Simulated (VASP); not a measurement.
Wanted: the native input for a VASP 6.6.1 run.

| Quantity | Value |
| --- | --- |
| Task | single point |
| Functional | PBEsol |
| Dispersion | D3(BJ) |
| Potentials or basis | VASP PAW PBE potentials, release 64 (Ga_d, P) |
| Cutoff | 520 eV |
| k mesh | 6 × 6 × 6 |
| Occupations | fermi-dirac, width 0.1 eV |
| Spin | non-collinear spin, zero start, spin-orbit coupling |
| Starting moments | [[0.0, 0.0, 0.0], [0.0, 0.0, 0.0]] μB |
| Dipole correction | no |
| Further INCAR settings | ALGO = Normal; EDIFF = 1e-06; NBANDS = 30 |

The structure of GaP lies in POSCAR:

```
GaP
1.0
    0.0000000000      2.7252500000      2.7252500000
    2.7252500000      0.0000000000      2.7252500000
    2.7252500000      2.7252500000      0.0000000000
Ga P
1 1
Direct
    0.0000000000      0.0000000000      0.0000000000
    0.7500000000      0.7500000000      0.7500000000
```

One way to write it, as run:

INCAR

```
SYSTEM = GaP
PREC = Accurate
ENCUT = 520
EDIFF = 1E-6
ISMEAR = -1
SIGMA = 0.1
LREAL = .False.
LASPH = .True.
NELM = 150
ALGO = Normal
ISIF = 2
LWAVE = .False.
LCHARG = .True.
LNONCOLLINEAR = .True.
MAGMOM = 0 0 0 0 0 0
LORBIT = 11
LSORBIT = .True.
GGA_COMPAT = .False.
LORBMOM = .True.
GGA = PS
IVDW = 12
LVHAR = .True.
NBANDS = 30
```

KPOINTS

```
Automatic mesh
0
Gamma
  6 6 6
  0 0 0
```

Potentials or basis: VASP PAW PBE potentials, release 64 (Ga_d, P).

Launch:

```bash
$ cat potpaw_PBE.64/Ga_d/POTCAR potpaw_PBE.64/P/POTCAR > POTCAR
$ mpirun -np 1 vasp_ncl > vasp.out
```

It gave:

The pressure is -2.9 GPa and the net moment is 0.00 μB per cell. The valence electrons inside the program's atomic spheres are Ga 11.73; P 2.53 and the dispersion energy per atom is -0.281 eV.

Caveat: the PAW data sets were made with another functional, which shifts forces and pressure a little.

Run time: 2.8 min on 1 thread of Intel Xeon 8259CL, with other jobs on the host, peak memory 0.3 GiB.
